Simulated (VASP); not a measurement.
# CdSe (Fm-3m) in VASP: notebook, part 3 of 3

VASP 6.6.1. The steps go on from the part before.

### Step 5. Single point, PBE

The input, INCAR:

```
PREC = Accurate ; ENCUT = 520
EDIFF = 1E-7 ; ISMEAR = -1
SIGMA = 0.02 ; LREAL = F
LASPH = T ; NELM = 60
ALGO = Normal ; ISIF = 2
LWAVE = F ; LCHARG = F
GGA = PE ; NBANDS = 16
```

The input, KPOINTS:

```
regular mesh
0
Gamma
  8 8 8
```

The input, POSCAR:

```
CdSe
1.0
    0.0000000000      2.8429457880      2.8429457880
    2.8429457880      0.0000000000      2.8429457880
    2.8429457880      2.8429457880      0.0000000000
Cd Se
1 1
Direct
    0.0000000000      0.0000000000      0.0000000000
    0.5000000000      0.5000000000      0.5000000000
```

Potentials or basis: VASP PAW PBE potentials, release 64 (Cd, Se).

Launch:

```console
$ cat potpaw_PBE.64/Cd/POTCAR potpaw_PBE.64/Se/POTCAR > POTCAR
$ mpirun -np 1 vasp_std > vasp.out
```

OUTCAR:

```text
PREC = Accurate
   ENCUT = 520
   EDIFF = 1E-7
   ISMEAR = -1
   LREAL = F
   LASPH = T
   NELM = 60
   ISIF = 2
   GGA = PE

 ion  position               nearest neighbor table
   1  0.000  0.000  0.000-   2 2.84   2 2.84   2 2.84   2 2.84   2 2.84   2 2.84
   2  0.500  0.500  0.500-   1 2.84   1 2.84   1 2.84   1 2.84   1 2.84   1 2.84

  LATTYP: Found a face centered cubic cell.
 ALAT       =     5.6858915760

  Lattice vectors:

 A1 = (   0.0000000000,   2.8429457880,   2.8429457880)
 A2 = (   2.8429457880,   0.0000000000,   2.8429457880)
 A3 = (   2.8429457880,   2.8429457880,   0.0000000000)

Analysis of symmetry for initial positions (statically):
=====================================================================
 Subroutine PRICEL returns:
 Original cell was already a primitive cell.

 Routine SETGRP: Setting up the symmetry group for a
 face centered cubic supercell.

 Subroutine GETGRP returns: Found 48 space group operations
 (whereof 48 operations were pure point group operations)
 out of a pool of 48 trial point group operations.

The static configuration has the point symmetry O_h .
[... 159 lines left out ...]
  energy without entropy =       -5.19388209  energy(sigma->0) =       -5.19426306

 E-fermi :   2.5860     XC(G=0): -10.1559

 val. band max:        2.5450524816   @ k =  -0.2500   0.1250   0.0000
 cond. band min:       2.7638428280   @ k =   0.0000   0.0000   0.0000
 fundamental gap:      0.2187903464
 Fermi energy:         2.5859703299

 k-point     1 :       0.0000    0.0000    0.0000
  band No.  band energies     occupation
      1     -10.5263      2.00000
      2      -5.4308      2.00000
      3      -5.4308      2.00000
      4      -5.4139      2.00000
      5      -5.4139      2.00000
      6      -5.4139      2.00000
[... 433 lines left out ...]
      3      -5.4770      2.00000
      4      -5.4514      2.00000
      5      -5.2528      2.00000
      6      -5.1864      2.00000
[... 8 lines left out ...]
     15      13.8405      0.00000
     16      16.6192      0.00000

 [... further k-points ...]

------------------------ aborting loop because EDIFF is reached ----------------------------------------

  FORCE on cell =-STRESS in cart. coord.  units (eV):
  Direction    XX          YY          ZZ          XY          YZ          ZX
  --------------------------------------------------------------------------------------
  -------------------------------------------------------------------------------------
  Total        0.6051744      0.6051744      0.6051744      0.0000000      0.0000000     -0.0000000
  in kB       21.0986842     21.0986842     21.0986842      0.0000000      0.0000000     -0.0000000
  external PRESSURE =      21.0986842 kB  Pullay stress =       0.0000000 kB

 VOLUME and BASIS-vectors are now :
 -----------------------------------------------------------------------------
  energy-cutoff  :      520.00
  volume of cell :       45.96
      direct lattice vectors                 reciprocal lattice vectors
     0.000000000  2.842945788  2.842945788    -0.175873913  0.175873913  0.175873913
     2.842945788  0.000000000  2.842945788     0.175873913 -0.175873913  0.175873913
     2.842945788  2.842945788  0.000000000     0.175873913  0.175873913 -0.175873913

 POSITION                                       TOTAL-FORCE (eV/Angst)
 -----------------------------------------------------------------------------------
      0.00000      0.00000      0.00000        -0.000000      0.000000     -0.000000
      2.84295      2.84295      2.84295         0.000000      0.000000      0.000000
 -----------------------------------------------------------------------------------
    total drift:                               -0.000000      0.000000      0.000000

  FREE ENERGIE OF THE ION-ELECTRON SYSTEM (eV)
  ---------------------------------------------------
  free  energy   TOTEN  =        -5.1946440327 eV

  energy  without entropy=       -5.1938820907  energy(sigma->0) =       -5.19426306
```

OSZICAR:

```text
N       E                     dE             d eps       ncg     rms          rms(c)
DAV:   1     0.106342620970E+03    0.10634E+03   -0.90901E+03   952   0.104E+03
DAV:   2    -0.195100011632E+01   -0.10829E+03   -0.10142E+03  1096   0.251E+02
DAV:   3    -0.560371986593E+01   -0.36527E+01   -0.36466E+01  1136   0.482E+01
DAV:   4    -0.561554713751E+01   -0.11827E-01   -0.11827E-01  1096   0.263E+00
DAV:   5    -0.561559664176E+01   -0.49504E-04   -0.49504E-04  1168   0.154E-01    0.571E+00
DAV:   6    -0.522082580017E+01    0.39477E+00   -0.58162E-01  1184   0.915E+00    0.481E+00
DAV:   7    -0.519503904887E+01    0.25787E-01   -0.12581E-01  1064   0.250E+00    0.225E+00
DAV:   8    -0.519466292704E+01    0.37612E-03   -0.13063E-02  1040   0.134E+00    0.222E-01
DAV:   9    -0.519461662973E+01    0.46297E-04   -0.11182E-03  1144   0.410E-01    0.411E-02
DAV:  10    -0.519463279329E+01   -0.16164E-04   -0.12148E-04  1056   0.147E-01    0.382E-02
DAV:  11    -0.519464413608E+01   -0.11343E-04   -0.18634E-05  1112   0.393E-02    0.138E-02
DAV:  12    -0.519464426593E+01   -0.12985E-06   -0.13484E-06  1096   0.143E-02    0.405E-03
DAV:  13    -0.519464402193E+01    0.24401E-06   -0.26063E-07  1096   0.412E-03    0.236E-03
DAV:  14    -0.519464403268E+01   -0.10755E-07   -0.43355E-08   584   0.131E-03
   1 F= -.51946440E+01 E0= -.51942631E+01  d E =-.761942E-03
```

stdout:

```text
POSCAR found type information on POSCAR CdSe
 POSCAR found :  2 types and       2 ions
 scaLAPACK will be used
 LDA part: xc-table for (Slater+PW92), standard interpolation
 POSCAR, INCAR and KPOINTS ok, starting setup
 FFT: planning ... GRIDC
 FFT: planning ... GRID_SOFT
 FFT: planning ... GRID
 WAVECAR not read
 entering main loop
```

Wall time 35 s (1 thread of AMD EPYC 7R13, shared host); peak memory 0.15 GiB.

Results:

```
Free energy            : -5.1946 eV
Pressure               : 2.1 GPa
Band gap on the k mesh : zero (bands 9 and 10 overlap by 0.45 eV)
```

Levels at points of the mesh, in eV from the Fermi level:
| k point | band 6 | band 7 | band 8 | band 9 | band 10 | band 11 | band 12 | band 13 |
| --- | --- | --- | --- | --- | --- | --- | --- | --- |
| (0.00, 0.00, 0.00) | -8.00 | -0.68 | -0.68 | -0.68 | 0.18 | 8.64 | 8.64 | 8.64 |
| (0.50, 0.00, 0.00) | -7.85 | -5.12 | -0.07 | -0.07 | 2.98 | 5.23 | 5.23 | 6.13 |
| (0.50, 0.50, 0.00) | -7.26 | -4.31 | -2.19 | -2.19 | -0.49 | 5.40 | 9.92 | 10.50 |

Caveat: semilocal functionals underestimate gaps, so a narrow gap can read as zero.

### Step 6. Single point, LDA

The input, INCAR:

```
SYSTEM = CdSe
  PREC = Accurate
  ENCUT = 520
  EDIFF = 1E-6
  ISMEAR = -1
  SIGMA = 0.02
  LREAL = .False.
  LASPH = .True.
  NELM = 60
  ALGO = Normal
  ISIF = 2
  LWAVE = .False.
  LCHARG = .True.
  LELF = .True.
  LVHAR = .True.
  NBANDS = 16
```

The input, KPOINTS:

```
regular mesh
0
Gamma
  8 8 8
  0 0 0
```

POSCAR is that of step 5.

Potentials or basis: VASP PAW LDA potentials, release 64 (Cd, Se).

Launch:

```console
$ cat potpaw_LDA.64/Cd/POTCAR potpaw_LDA.64/Se/POTCAR > POTCAR
$ mpirun -np 1 vasp_std > vasp.out
```

OUTCAR:

```text
SYSTEM = CdSe
   PREC = Accurate
   ENCUT = 520
   EDIFF = 1E-6
   ISMEAR = -1
   LREAL = .False.
   LASPH = .True.
   NELM = 60
   ISIF = 2

 ion  position               nearest neighbor table
   1  0.000  0.000  0.000-   2 2.84   2 2.84   2 2.84   2 2.84   2 2.84   2 2.84
   2  0.500  0.500  0.500-   1 2.84   1 2.84   1 2.84   1 2.84   1 2.84   1 2.84

  LATTYP: Found a face centered cubic cell.
 ALAT       =     5.6858915760

  Lattice vectors:

 A1 = (   0.0000000000,   2.8429457880,   2.8429457880)
 A2 = (   2.8429457880,   0.0000000000,   2.8429457880)
[... 642 lines left out ...]

  FORCE on cell =-STRESS in cart. coord.  units (eV):
  Direction    XX          YY          ZZ          XY          YZ          ZX
  --------------------------------------------------------------------------------------
  -------------------------------------------------------------------------------------
  Total       -1.0952541     -1.0952541     -1.0952541      0.0000000      0.0000000      0.0000000
  in kB      -38.1847318    -38.1847318    -38.1847318      0.0000000      0.0000000      0.0000000
  external PRESSURE =     -38.1847318 kB  Pullay stress =       0.0000000 kB

 VOLUME and BASIS-vectors are now :
 -----------------------------------------------------------------------------
  energy-cutoff  :      520.00
  volume of cell :       45.96
      direct lattice vectors                 reciprocal lattice vectors
     0.000000000  2.842945788  2.842945788    -0.175873913  0.175873913  0.175873913
     2.842945788  0.000000000  2.842945788     0.175873913 -0.175873913  0.175873913
     2.842945788  2.842945788  0.000000000     0.175873913  0.175873913 -0.175873913

 POSITION                                       TOTAL-FORCE (eV/Angst)
 -----------------------------------------------------------------------------------
      0.00000      0.00000      0.00000         0.000000      0.000000     -0.000000
      2.84295      2.84295      2.84295        -0.000000     -0.000000      0.000000
 -----------------------------------------------------------------------------------
    total drift:                               -0.000000      0.000000      0.000000

  FREE ENERGIE OF THE ION-ELECTRON SYSTEM (eV)
  ---------------------------------------------------
  free  energy   TOTEN  =        -6.5673388905 eV

  energy  without entropy=       -6.5664016699  energy(sigma->0) =       -6.56687028
```

stdout:

```text
POSCAR found type information on POSCAR CdSe
 POSCAR found :  2 types and       2 ions
 scaLAPACK will be used
 LDA part: xc-table for (Slater(with rela. corr.)+CA(PZ))
 , standard interpolation
 POSCAR, INCAR and KPOINTS ok, starting setup
 FFT: planning ... GRIDC
 FFT: planning ... GRID_SOFT
 FFT: planning ... GRID
 WAVECAR not read
 entering main loop
```

It took 29 s on 1 thread of AMD EPYC 7R13, shared host; peak memory 0.13 GiB.

What came out:

* Free energy: -6.5673 eV
* Pressure: -3.8 GPa
* Band gap on the k mesh: zero (bands 9 and 10 overlap by 0.65 eV)

Caveat: the cell stands under tension; semilocal functionals underestimate gaps, so a narrow gap can read as zero.

### Step 7. Summary

```tsv
level	potentials or basis	cell	k mesh	grid for exact exchange (PRECFOCK)	share of exact exchange	screening parameter	gap on the mesh (eV)	pressure (GPa)
HSE06	VASP PAW PBE potentials, release 64 (Cd, Se)	a = 4.021 Å, angles 60.0°, 2 atoms	6 × 6 × 6	Normal	0.25	0.2079 1/Å	0.38	0.3
LDA	VASP PAW LDA potentials, release 64 (Cd, Se)	a = 3.936 Å, angles 60.0°, 2 atoms	8 × 8 × 8	-	-	-	none	0.6
PBEsol	VASP PAW PBE potentials, release 64 (Cd, Se)	a = 3.980 Å, angles 60.0°, 2 atoms	8 × 8 × 8	-	-	-	none	0.5
PBE	VASP PAW PBE potentials, release 64 (Cd, Se)	a = 4.021 Å, angles 60.0°, 2 atoms	8 × 8 × 8	-	-	-	none	2.1
LDA	VASP PAW LDA potentials, release 64 (Cd, Se)	a = 4.021 Å, angles 60.0°, 2 atoms	8 × 8 × 8	-	-	-	none	-3.8
```

Alike in all rows: task single point; no spin polarisation; cutoff (eV) 520; smearing fermi-dirac 0.02 eV.

Caveats: semilocal functionals underestimate gaps, so a narrow gap can read as zero (at least some runs); the PAW data sets were made with another functional, which shifts forces and pressure a little (at least some runs); the cell stands under tension (at least some runs).

Total energies depend on the potentials used, so only differences within one code and one set of settings carry meaning.
